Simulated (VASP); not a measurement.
# InSb3 (Pm-3m) in VASP: phonons with PBE+D4

Aim: the phonons of InSb3 with PBE+D4.

Everything below comes from runs of VASP 6.6.1. Logs are shortened: lines on timing, memory, paths and dates and some standing lists are left out, and cuts for length are marked.

## (1) The cell of the first run

It takes space group Pm-3m (No. 221, cubic). Conventional cell: a = 4.806 Å, b = 4.806 Å, c = 4.806 Å, α = 90.00°, β = 90.00°, γ = 90.00°. In (site symmetry m-3m) has 12 Sb at 3.40 Å within 4.5 Å. Sb (site symmetry 4/mmm) has 4 In at 3.40 Å and 8 Sb at 3.40 Å within 4.5 Å.

## (2) Phonons, PBE+D4

File INCAR:

```
SYSTEM = InSb3
PREC = Accurate
ENCUT = 520
EDIFF = 1E-8
ISMEAR = -1
SIGMA = 0.05
LREAL = .False.
LASPH = .True.
NELM = 60
ALGO = Normal
ISIF = 2
LWAVE = .False.
LCHARG = .False.
GGA = PE
IVDW = 13
NBANDS = 22
IBRION = 6
NFREE = 2
POTIM = 0.015
NSW = 1
```

File KPOINTS:

```
regular mesh
0
Gamma
  4 4 4
  0 0 0
```

File POSCAR:

```
InSb3
1.0
    4.8063670000      0.0000000000      0.0000000000
    0.0000000000      4.8063670000      0.0000000000
    0.0000000000      0.0000000000      4.8063670000
In Sb
1 3
Direct
    0.0000000000      0.0000000000      0.0000000000
    0.5000000000      0.0000000000      0.5000000000
    0.0000000000      0.5000000000      0.5000000000
    0.5000000000      0.5000000000      0.0000000000
```

Potentials or basis: VASP PAW PBE potentials, release 64 (In_d, Sb).

Run with:

```
> cat potpaw_PBE.64/In_d/POTCAR potpaw_PBE.64/Sb/POTCAR > POTCAR
> mpirun -np 1 vasp_std > vasp.out
```

OUTCAR:

```text
SYSTEM = InSb3
   PREC = Accurate
   ENCUT = 520
   EDIFF = 1E-8
   ISMEAR = -1
   LREAL = .False.
   LASPH = .True.
   NELM = 60
   ISIF = 2
   GGA = PE
   IVDW = 13
   IBRION = 6
   NFREE = 2
   POTIM = 0.015
   NSW = 1

 ion  position               nearest neighbor table
   1  0.000  0.000  0.000-   2 3.40   3 3.40   4 3.40   2 3.40   3 3.40   3 3.40   4 3.40   3 3.40
                             2 3.40   4 3.40   2 3.40   4 3.40
   2  0.500  0.000  0.500-   1 3.40   3 3.40   4 3.40   1 3.40   4 3.40   3 3.40   4 3.40   4 3.40
                             1 3.40   3 3.40   1 3.40   3 3.40
   3  0.000  0.500  0.500-   1 3.40   2 3.40   4 3.40   1 3.40   4 3.40   1 3.40   2 3.40   1 3.40
                             2 3.40   4 3.40   4 3.40   2 3.40
   4  0.500  0.500  0.000-   1 3.40   2 3.40   3 3.40   2 3.40   3 3.40   1 3.40   2 3.40   2 3.40
                             1 3.40   3 3.40   3 3.40   1 3.40

  LATTYP: Found a simple cubic cell.
 ALAT       =     4.8063670000

  Lattice vectors:

 A1 = (   4.8063670000,   0.0000000000,   0.0000000000)
 A2 = (   0.0000000000,   4.8063670000,   0.0000000000)
 A3 = (   0.0000000000,   0.0000000000,   4.8063670000)

Analysis of symmetry for initial positions (statically):
=====================================================================
 Subroutine PRICEL returns:
 Original cell was already a primitive cell.

 Routine SETGRP: Setting up the symmetry group for a
 simple cubic supercell.

 Subroutine GETGRP returns: Found 48 space group operations
 (whereof 48 operations were pure point group operations)
 out of a pool of 48 trial point group operations.

The static configuration has the point symmetry O_h .

Analysis of symmetry for dynamics (positions and initial velocities):
=====================================================================
 Subroutine PRICEL returns:
 Original cell was already a primitive cell.

 Routine SETGRP: Setting up the symmetry group for a
 simple cubic supercell.

 Subroutine GETGRP returns: Found 48 space group operations
 (whereof 48 operations were pure point group operations)
 out of a pool of 48 trial point group operations.

The dynamic configuration has the point symmetry O_h .

 Subroutine INISYM returns: Found 48 space group operations
[... 116 lines left out ...]
   LRPA    =     F    only Hartree local field effects (RPA)
 finite differences with symmetry
 non-spin polarized calculation
  energy-cutoff  :      520.00
  volume of cell :      111.03
 maximum number of plane-waves:      3016
 NGX is ok and might be reduce to    36
   NGX = 17   NGY = 17   NGZ = 17

--------------------------------------- Ionic step        1  -------------------------------------------

 number of electron      28.0000010 magnetization

 Free energy of the ion-electron system (eV)
  ---------------------------------------------------
  ext. energy  EPLUGINS =         0.00000000
  ---------------------------------------------------
  free energy    TOTEN  =       -14.25340030 eV

  energy without entropy =      -14.23357069  energy(sigma->0) =      -14.24348549

------------------------ aborting loop because EDIFF is reached ----------------------------------------

  DFT-D4 for vdW energy calculation

  Edisp (eV):   -1.95959
[... 243 lines left out ...]
--------------------------------------- Ionic step        7  -------------------------------------------

 number of electron      28.0000009 magnetization

 Free energy of the ion-electron system (eV)
  ---------------------------------------------------
  ext. energy  EPLUGINS =         0.00000000
  ---------------------------------------------------
  free energy    TOTEN  =       -14.25339640 eV

  energy without entropy =      -14.23356416  energy(sigma->0) =      -14.24348028

 E-fermi :   7.6410     XC(G=0): -10.0599

 val. band max:        7.6209966270   @ k =   0.5000   0.2500   0.2500
 cond. band min:       7.9666052224   @ k =   0.2500   0.2500   0.2500
 fundamental gap:      0.3456085955
 Fermi energy:         7.6409676280

 k-point     1 :       0.0000    0.0000    0.0000
  band No.  band energies     occupation
      1      -6.7760      2.00000
      2      -6.7760      2.00000
      3      -6.7609      2.00000
      4      -6.7608      2.00000
      5      -6.7608      2.00000
      6      -4.3220      2.00000
[... 474 lines left out ...]
  FREE ENERGIE OF THE ION-ELECTRON SYSTEM (eV)
  ---------------------------------------------------
  free  energy   TOTEN  =       -16.2129873930 eV

  energy  without entropy=      -16.1931551453  energy(sigma->0) =      -16.20307127

 INTERNAL STRAIN TENSORS FROM DISPLACED ATOMS
 ============================================

 INTERNAL STRAIN TENSOR FOR ION    1 for displacements in x,y,z  (eV/Angst):
          X           Y           Z          XY          YZ          ZX
  --------------------------------------------------------------------------------
  x     0.00000     0.00000     0.00000     0.00000     0.00000     0.00000
  y     0.00000     0.00000     0.00000     0.00000     0.00000     0.00000
  z     0.00000     0.00000     0.00000     0.00000     0.00000     0.00000

 INTERNAL STRAIN TENSOR FOR ION    4 for displacements in x,y,z  (eV/Angst):
          X           Y           Z          XY          YZ          ZX
  --------------------------------------------------------------------------------
  x     0.00000     0.00000     0.00000     0.00000     0.00000     0.00000
  y     0.00000     0.00000     0.00000     0.00000     0.00000     0.00000
  z     0.00000     0.00000     0.00000     0.00000     0.00000     0.00000

 Eigenvectors and eigenvalues of the dynamical matrix
 ----------------------------------------------------

   1 f  =    2.592020 THz    16.286144 2PiTHz   86.460492 cm-1    10.719730 meV
             X         Y         Z           dx          dy          dz
      0.000000  0.000000  0.000000     0.311114   -0.545938    0.005199
      2.403183  0.000000  2.403183    -0.240816   -0.315608   -0.004025
      0.000000  2.403183  2.403183     0.179856    0.422581   -0.004025
      2.403183  2.403183  0.000000    -0.240816    0.422581    0.003006
[... 71 lines left out ...]
  12 f/i=    1.118985 THz     7.030790 2PiTHz   37.325324 cm-1     4.627748 meV
             X         Y         Z           dx          dy          dz
      0.000000  0.000000  0.000000    -0.000612    0.004539    0.604684
      2.403183  0.000000  2.403183    -0.000099   -0.005888    0.097699
      0.000000  2.403183  2.403183     0.000794    0.000733    0.097699
      2.403183  2.403183  0.000000    -0.000099    0.000733   -0.784353

 ELASTIC MODULI CONTR FROM IONIC RELAXATION (kBar)
 Direction    XX          YY          ZZ          XY          YZ          ZX
 --------------------------------------------------------------------------------
 XX           0.0000      0.0000      0.0000      0.0000      0.0000      0.0000
 YY           0.0000      0.0000      0.0000      0.0000      0.0000      0.0000
 ZZ           0.0000      0.0000      0.0000      0.0000      0.0000      0.0000
 XY           0.0000      0.0000      0.0000      0.0000      0.0000      0.0000
 YZ           0.0000      0.0000      0.0000      0.0000      0.0000      0.0000
 ZX           0.0000      0.0000      0.0000      0.0000      0.0000      0.0000
 --------------------------------------------------------------------------------
```

stdout:

```text
POSCAR found type information on POSCAR InSb
 POSCAR found :  2 types and       4 ions
 scaLAPACK will be used
 LDA part: xc-table for (Slater+PW92), standard interpolation
 POSCAR, INCAR and KPOINTS ok, starting setup
 FFT: planning ... GRIDC
 FFT: planning ... GRID_SOFT
 FFT: planning ... GRID
 WAVECAR not read
 entering main loop
 Found     3 degrees of freedom:
 Finite differences POTIM= 0.01500 DOF=   3
 bond charge predicted
 Finite differences progress:
 bond charge predicted
 Finite differences progress:
 bond charge predicted
 Finite differences progress:
 bond charge predicted
 Finite differences progress:
 bond charge predicted
 Finite differences progress:
 bond charge predicted
 Finite differences progress:
```

Wall time 2.6 min (1 thread of Intel Xeon Platinum 8259CL at 2.50GHz (Skylake/Cascade Lake), shared host); peak memory 0.27 GiB.

Results:

```
Highest phonon frequency at Γ, LO-TO splitting left out : 86 cm⁻¹
Most unstable mode                                      : 37i cm⁻¹
Dispersion energy per atom                              : -0.490 eV
```

Phonon frequencies in cm⁻¹ (negative: imaginary):
```tsv
q point	frequencies
(0.000, 0.000, 0.000)	-37 -37 -37 -17 -17 -17 0 0 0 86 86 86
```

Caveat: the cell wasn't relaxed at this level first, which shifts response properties; some modes are imaginary; spin-orbit coupling is left out, which moves the levels of the heavy elements.
